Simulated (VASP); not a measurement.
# C (P-1) in VASP: single point with PBEsol

Aim: the single point of C with PBEsol.

Program: VASP 6.6.1. These are calculated values, not measurements. Logs are shortened: lines on timing, memory, paths and dates and some standing lists are left out, and cuts for length are marked.

## 1. The cell of the first run

The typed cell holds 2 atoms: a = 2.425 Å, b = 2.488 Å, c = 3.765 Å, α = 108.58°, β = 108.42°, γ = 59.99°.

## 2. Single point, PBEsol

The input, INCAR:

```
PREC = Accurate
ENCUT = 520
EDIFF = 1E-6
ISMEAR = -1
SIGMA = 0.1
LREAL = False
LASPH = True
NELM = 80
ALGO = Normal
ISIF = 2
LWAVE = False
LCHARG = False
GGA = PS
NBANDS = 11
```

The input, KPOINTS:

```
Automatic mesh
0
Gamma
  16 16 10
```

The input, POSCAR:

```
C
1.0
    2.1088957700     -1.1963722000      0.0000000000
    2.1457442300      1.2601918000      0.0000000000
   -1.3790700000     -0.0206860500      3.5028300000
C
2
Direct
    0.8333560000      0.8333560000      0.0000930000
    0.1666440000      0.1666440000      0.9999070000
```

Potentials or basis: VASP PAW PBE potentials, release 64 (C).

Launch:

```
cat potpaw_PBE.64/C/POTCAR > POTCAR
mpirun -np 1 vasp_std > vasp.out
```

OUTCAR:

```text
PREC = Accurate
   ENCUT = 520
   EDIFF = 1E-6
   ISMEAR = -1
   LREAL = False
   LASPH = True
   NELM = 80
   ISIF = 2
   GGA = PS

 ion  position               nearest neighbor table
   1  0.833  0.833  0.000-   2 1.40   2 1.42   2 1.44
   2  0.167  0.167  1.000-   1 1.40   1 1.42   1 1.44

  LATTYP: Found a triclinic cell.
 ALAT       =     2.4246129196
 B/A-ratio  =     1.0263219989
 C/A-ratio  =     1.5587550040
 COS(alpha) =     0.0034336561
 COS(beta)  =     0.3268589649
 COS(gamma) =     0.5001240397

  Lattice vectors:

 A1 = (   2.1088957700,  -1.1963722000,   0.0000000000)
 A2 = (   2.1457442300,   1.2601918000,   0.0000000000)
 A3 = (   0.7298257700,  -1.2170582500,   3.5028300000)

Analysis of symmetry for initial positions (statically):
=====================================================================
 Subroutine PRICEL returns:
 Original cell was already a primitive cell.

 Routine SETGRP: Setting up the symmetry group for a
 triclinic supercell.

 Subroutine GETGRP returns: Found  2 space group operations
 (whereof  2 operations were pure point group operations)
 out of a pool of  2 trial point group operations.

The static configuration has the point symmetry S_2 .

Analysis of symmetry for dynamics (positions and initial velocities):
=====================================================================
 Subroutine PRICEL returns:
 Original cell was already a primitive cell.

 Routine SETGRP: Setting up the symmetry group for a
 triclinic supercell.

 Subroutine GETGRP returns: Found  2 space group operations
 (whereof  2 operations were pure point group operations)
 out of a pool of  2 trial point group operations.

The dynamic configuration has the point symmetry S_2 .

 Subroutine INISYM returns: Found  2 space group operations
 (whereof  2 operations are pure point group operations),
 and found     1 'primitive' translations

----------------------------------------------------------------------------------------

                                     Primitive cell

  volume of cell :      18.3013

  direct lattice vectors                    reciprocal lattice vectors
     2.108895770 -1.196372200  0.000000000     0.241197871 -0.410690611  0.092534660
     2.145744230  1.260191800  0.000000000     0.228982944  0.403637899  0.092534660
    -1.379070000 -0.020686050  3.502830000     0.000000000  0.000000000  0.285483452

  length of vectors
     2.424612920  2.488433578  3.764582312     0.485186412  0.473201231  0.285483452

  position of ions in fractional coordinates (direct lattice)
     0.833356000  0.833356000  0.000093000
     0.166644000  0.166644000  0.999907000

  ion indices of the primitive-cell ions
   primitive index   ion index
                 1           1
                 2           2

----------------------------------------------------------------------------------------

 KPOINTS: Automatic mesh

Automatic generation of k-mesh.
 Grid dimensions read from file:
 generate k-points for:   16   16   10

 Generating k-lattice:

  Cartesian coordinates                     Fractional coordinates (reciprocal lattice)
     0.015074867 -0.025668163  0.005783416     0.062500000  0.000000000  0.000000000
     0.014311434  0.025227369  0.005783416     0.000000000  0.062500000  0.000000000
     0.000000000  0.000000000  0.028548345     0.000000000  0.000000000  0.100000000

  Length of vectors
     0.030324151  0.029575077  0.028548345

  Shift w.r.t. Gamma in fractional coordinates (k-lattice)
     0.000000000  0.000000000  0.000000000

 Subroutine IBZKPT returns following result:
 ===========================================

 Found   1284 irreducible k-points:

 Following reciprocal coordinates:
            Coordinates               Weight
  0.000000  0.000000  0.000000      1.000000
  0.062500  0.000000 -0.000000      2.000000
  0.125000  0.000000 -0.000000      2.000000
  0.187500 -0.000000  0.000000      2.000000
  0.250000  0.000000 -0.000000      2.000000
  0.312500  0.000000 -0.000000      2.000000
[... 16 lines left out ...]
 -0.187500  0.062500 -0.000000      2.000000
 -0.125000  0.062500  0.000000      2.000000
 [... further k-points ...]
   k-points           NKPTS =   1284   k-points in BZ     NKDIM =   1284   number of bands    NBANDS=     11
   number of dos      NEDOS =    301   number of ions     NIONS =      2
   total plane-waves  NPLWV =  10080
   dimension x,y,z NGX =    18 NGY =   20 NGZ =   28
   dimension x,y,z NGXF=    36 NGYF=   40 NGZF=   56
   ions per type =               2
   NGX,Y,Z   is equivalent  to a cutoff of  12.34, 13.36, 12.36 a.u.
   NGXF,Y,Z  is equivalent  to a cutoff of  24.68, 26.72, 24.73 a.u.
 SYSTEM =  unknown system
   PREC   = accura    normal or accurate (medium, high low for compatibility)
   ISTART =      0    job   : 0-new  1-cont  2-samecut
   ICHARG =      2    charge: 1-file 2-atom 10-const
   ISPIN  =      1    spin polarized calculation?
   LNONCOLLINEAR =      F non collinear calculations
   LSORBIT =      F    spin-orbit coupling
   LASPH  =      T    aspherical Exc in radial PAW
   ENCUT  =  520.0 eV  38.22 Ry    6.18 a.u.   4.51  4.63  7.00*2*pi/ulx,y,z
   NELM   =     80;   NELMIN=  2; NELMDL= -5     # of ELM steps
   EDIFF  = 0.1E-05   stopping-criterion for ELM
   LREAL  =      F    real-space projection
   EDIFFG = 0.1E-04   stopping-criterion for IOM
   NSW    =      0    number of steps for IOM
   IBRION =     -1    ionic relax: 0-MD 1-quasi-New 2-CG
   NFREE  =      0    steps in history (QN), initial steepest desc. (CG)
   ISIF   =      2    stress and relaxation
   ISYM   =      2    0-nonsym 1-usesym 2-fastsym
   POTIM  = 0.5000    time-step for ionic-motion
   TEBEG  =    0.0;   TEEND  =   0.0 temperature during run
   PSTRESS=    0.0 pullay stress
   NELECT =       8.0000    total number of electrons
   NUPDOWN=      -1.0000    fix difference up-down
   EMIN   =  10.00;   EMAX   =-10.00  energy-range for DOS
   EFERMI =   0.00;   METHOD = LEGACY
   ISMEAR =    -1;   SIGMA  =   0.10  broadening in eV -4-tet -1-fermi 0-gaus
   EFERMI_NEDOS =   21; number of points for ismear=-14 and -15
   IALGO  =     38    algorithm
   IMIX   =      4    mixing-type and parameters
     AMIX     =   0.40;   BMIX     =  1.00
     AMIX_MAG =   1.60;   BMIX_MAG =  1.00
  volume/ion in A,a.u.               =       9.15        61.75
  Fermi-wavevector in a.u.,A,eV,Ry     =   1.242446  2.347882 21.002923  1.543671
  Thomas-Fermi vector in A             =   2.376800
   LORBIT       =      0    0 simple, 1 ext, 2 COOP (PROOUT), +10 PAW based schemes
   GGA     = PS    functional components
   LHFCALC =     F    Hartree Fock is set to
   AEXX    =    0.0000 exact exchange contribution
   IVDW    =     0    specifies the selected vdW correction
   LEPSILON=     F    determine dielectric tensor
   LRPA    =     F    only Hartree local field effects (RPA)
 non-spin polarized calculation
  energy-cutoff  :      520.00
  volume of cell :       18.30
 maximum number of plane-waves:       507
   NGX =  9   NGY =  9   NGZ = 13

 number of electron       8.0000001 magnetization

 Free energy of the ion-electron system (eV)
  ---------------------------------------------------
  ext. energy  EPLUGINS =         0.00000000
  ---------------------------------------------------
  free energy    TOTEN  =       -19.26681001 eV

  energy without entropy =      -19.26632621  energy(sigma->0) =      -19.26656811

 E-fermi :   4.3395     XC(G=0): -10.2643

 val. band max:        4.1443192646   @ k =   0.3750  -0.3125   0.3000
 cond. band min:       4.5399302641   @ k =   0.3750  -0.3125   0.4000
 fundamental gap:      0.3956109995
 Fermi energy:         4.3394747136

 k-point     1 :       0.0000    0.0000    0.0000
  band No.  band energies     occupation
      1     -15.3729      2.00000
      2      -2.5744      2.00000
      3       1.2575      2.00000
      4       1.3924      2.00000
      5       7.9931      0.00000
      6      12.3110      0.00000
      7      13.0058      0.00000
      8      15.8259      0.00000
      9      17.3735      0.00000
     10      26.8397      0.00000
     11      28.2674      0.00000

 k-point     2 :       0.0625    0.0000   -0.0000
  band No.  band energies     occupation
      1     -15.2759      2.00000
      2      -2.4710      2.00000
      3       0.9968      2.00000
      4       1.0795      2.00000
      5       8.1303      0.00000
      6      12.6377      0.00000
      7      13.0549      0.00000
      8      15.4978      0.00000
      9      17.5799      0.00000
     10      27.1980      0.00000
     11      27.9866      0.00000

 k-point     3 :       0.1250    0.0000   -0.0000
  band No.  band energies     occupation
      1     -14.9855      2.00000
      2      -2.1618      2.00000
      3       0.0481      2.00000
      4       0.4993      2.00000
      5       8.5406      0.00000
      6      12.6801      0.00000
      7      14.0146      0.00000
      8      14.5887      0.00000
      9      18.1823      0.00000
     10      26.8109      0.00000
     11      28.1470      0.00000

 k-point     4 :       0.1875   -0.0000    0.0000
  band No.  band energies     occupation
      1     -14.5038      2.00000
      2      -1.6507      2.00000
      3      -1.3336      2.00000
      4      -0.2100      2.00000
      5       9.2193      0.00000
      6      12.4094      0.00000
      7      13.2607      0.00000
      8      15.7106      0.00000
      9      19.0760      0.00000
     10      25.0926      0.00000
     11      27.4418      0.00000

 k-point     5 :       0.2500    0.0000   -0.0000
  band No.  band energies     occupation
      1     -13.8341      2.00000
      2      -2.9346      2.00000
      3      -0.9465      2.00000
      4      -0.9156      2.00000
      5      10.1496      0.00000
      6      11.6545      0.00000
      7      12.1112      0.00000
      8      17.7540      0.00000
      9      20.0051      0.00000
     10      23.5369      0.00000
     11      26.2167      0.00000
[... 211 lines left out ...]
 k-point    21 :      -0.3125    0.0625    0.0000
  band No.  band energies     occupation
      1     -12.4481      2.00000
      2      -5.3826      2.00000
      3      -2.0925      2.00000
      4       0.5657      2.00000
      5       8.9751      0.00000
      6      11.7841      0.00000
      7      12.1837      0.00000
      8      19.5219      0.00000
      9      20.8688      0.00000
     10      22.4453      0.00000
     11      25.6092      0.00000

 k-point    22 :      -0.2500    0.0625    0.0000
  band No.  band energies     occupation
      1     -13.3834      2.00000
      2      -3.7290      2.00000
      3      -1.5452      2.00000
      4      -0.3919      2.00000
      5      10.5371      0.00000
      6      10.7267      0.00000
      7      12.3615      0.00000
      8      18.5233      0.00000
      9      20.5920      0.00000
     10      22.1839      0.00000
     11      26.4631      0.00000

 k-point    23 :      -0.1875    0.0625   -0.0000
  band No.  band energies     occupation
      1     -14.1399      2.00000
      2      -2.1353      2.00000
      3      -1.1978      2.00000
      4      -0.8461      2.00000
      5       9.5919      0.00000
      6      12.2572      0.00000
      7      12.6795      0.00000
      8      16.5816      0.00000
      9      19.7737      0.00000
     10      23.3690      0.00000
     11      27.6158      0.00000

 k-point    24 :      -0.1250    0.0625    0.0000
  band No.  band energies     occupation
      1     -14.7110      2.00000
      2      -1.8221      2.00000
      3      -0.7536      2.00000
      4      -0.0314      2.00000
      5       8.8312      0.00000
      6      12.8610      0.00000
      7      13.7457      0.00000
      8      14.8766      0.00000
      9      18.7022      0.00000
     10      25.1718      0.00000
     11      28.4954      0.00000

 [... further k-points ...]

------------------------ aborting loop because EDIFF is reached ----------------------------------------

  FORCE on cell =-STRESS in cart. coord.  units (eV):
  Direction    XX          YY          ZZ          XY          YZ          ZX
  --------------------------------------------------------------------------------------
  -------------------------------------------------------------------------------------
  Total        0.2997685      0.2905434      0.0444622     -1.5185045     -0.0047483     -0.0029082
  in kB       26.2430506     25.4354434      3.8924126   -132.9365560     -0.4156833     -0.2545958
  external PRESSURE =      18.5236355 kB  Pullay stress =       0.0000000 kB

 VOLUME and BASIS-vectors are now :
 -----------------------------------------------------------------------------
  energy-cutoff  :      520.00
  volume of cell :       18.30
      direct lattice vectors                 reciprocal lattice vectors
     2.108895770 -1.196372200  0.000000000     0.241197871 -0.410690611  0.092534660
     2.145744230  1.260191800  0.000000000     0.228982944  0.403637899  0.092534660
    -1.379070000 -0.020686050  3.502830000     0.000000000  0.000000000  0.285483452

 POSITION                                       TOTAL-FORCE (eV/Angst)
 -----------------------------------------------------------------------------------
      3.54550      0.05318      0.00033         0.026537     -0.394684     -0.002770
     -0.66993     -0.01005      3.50250        -0.026537      0.394684      0.002770
 -----------------------------------------------------------------------------------
    total drift:                                0.000000      0.000000     -0.000000

  FREE ENERGIE OF THE ION-ELECTRON SYSTEM (eV)
  ---------------------------------------------------
  free  energy   TOTEN  =       -19.2668100072 eV

  energy  without entropy=      -19.2663262143  energy(sigma->0) =      -19.26656811
```

Run time: 82 s. Hardware: 1 thread of Intel Xeon 6975P-C (Granite Rapids), shared host; peak memory 0.3 GiB.

What came out:

```yaml
Free_energy: -19.2668 eV
Pressure: 1.9 GPa
Largest_force: 0.396 eV/Å
```

Forces on the atoms (eV/Å):
```
C    0.027 -0.395 -0.003
C   -0.027  0.395  0.003
```

Stress tensor (GPa, compression positive):
```
  2.62 -13.29  -0.03
-13.29   2.54  -0.04
 -0.03  -0.04   0.39
```

Caveat: this functional lacks dispersion, which binds the layers, so the pressure and a relaxed spacing across them are unreliable; the PAW data sets were made with another functional, which shifts forces and pressure a little.
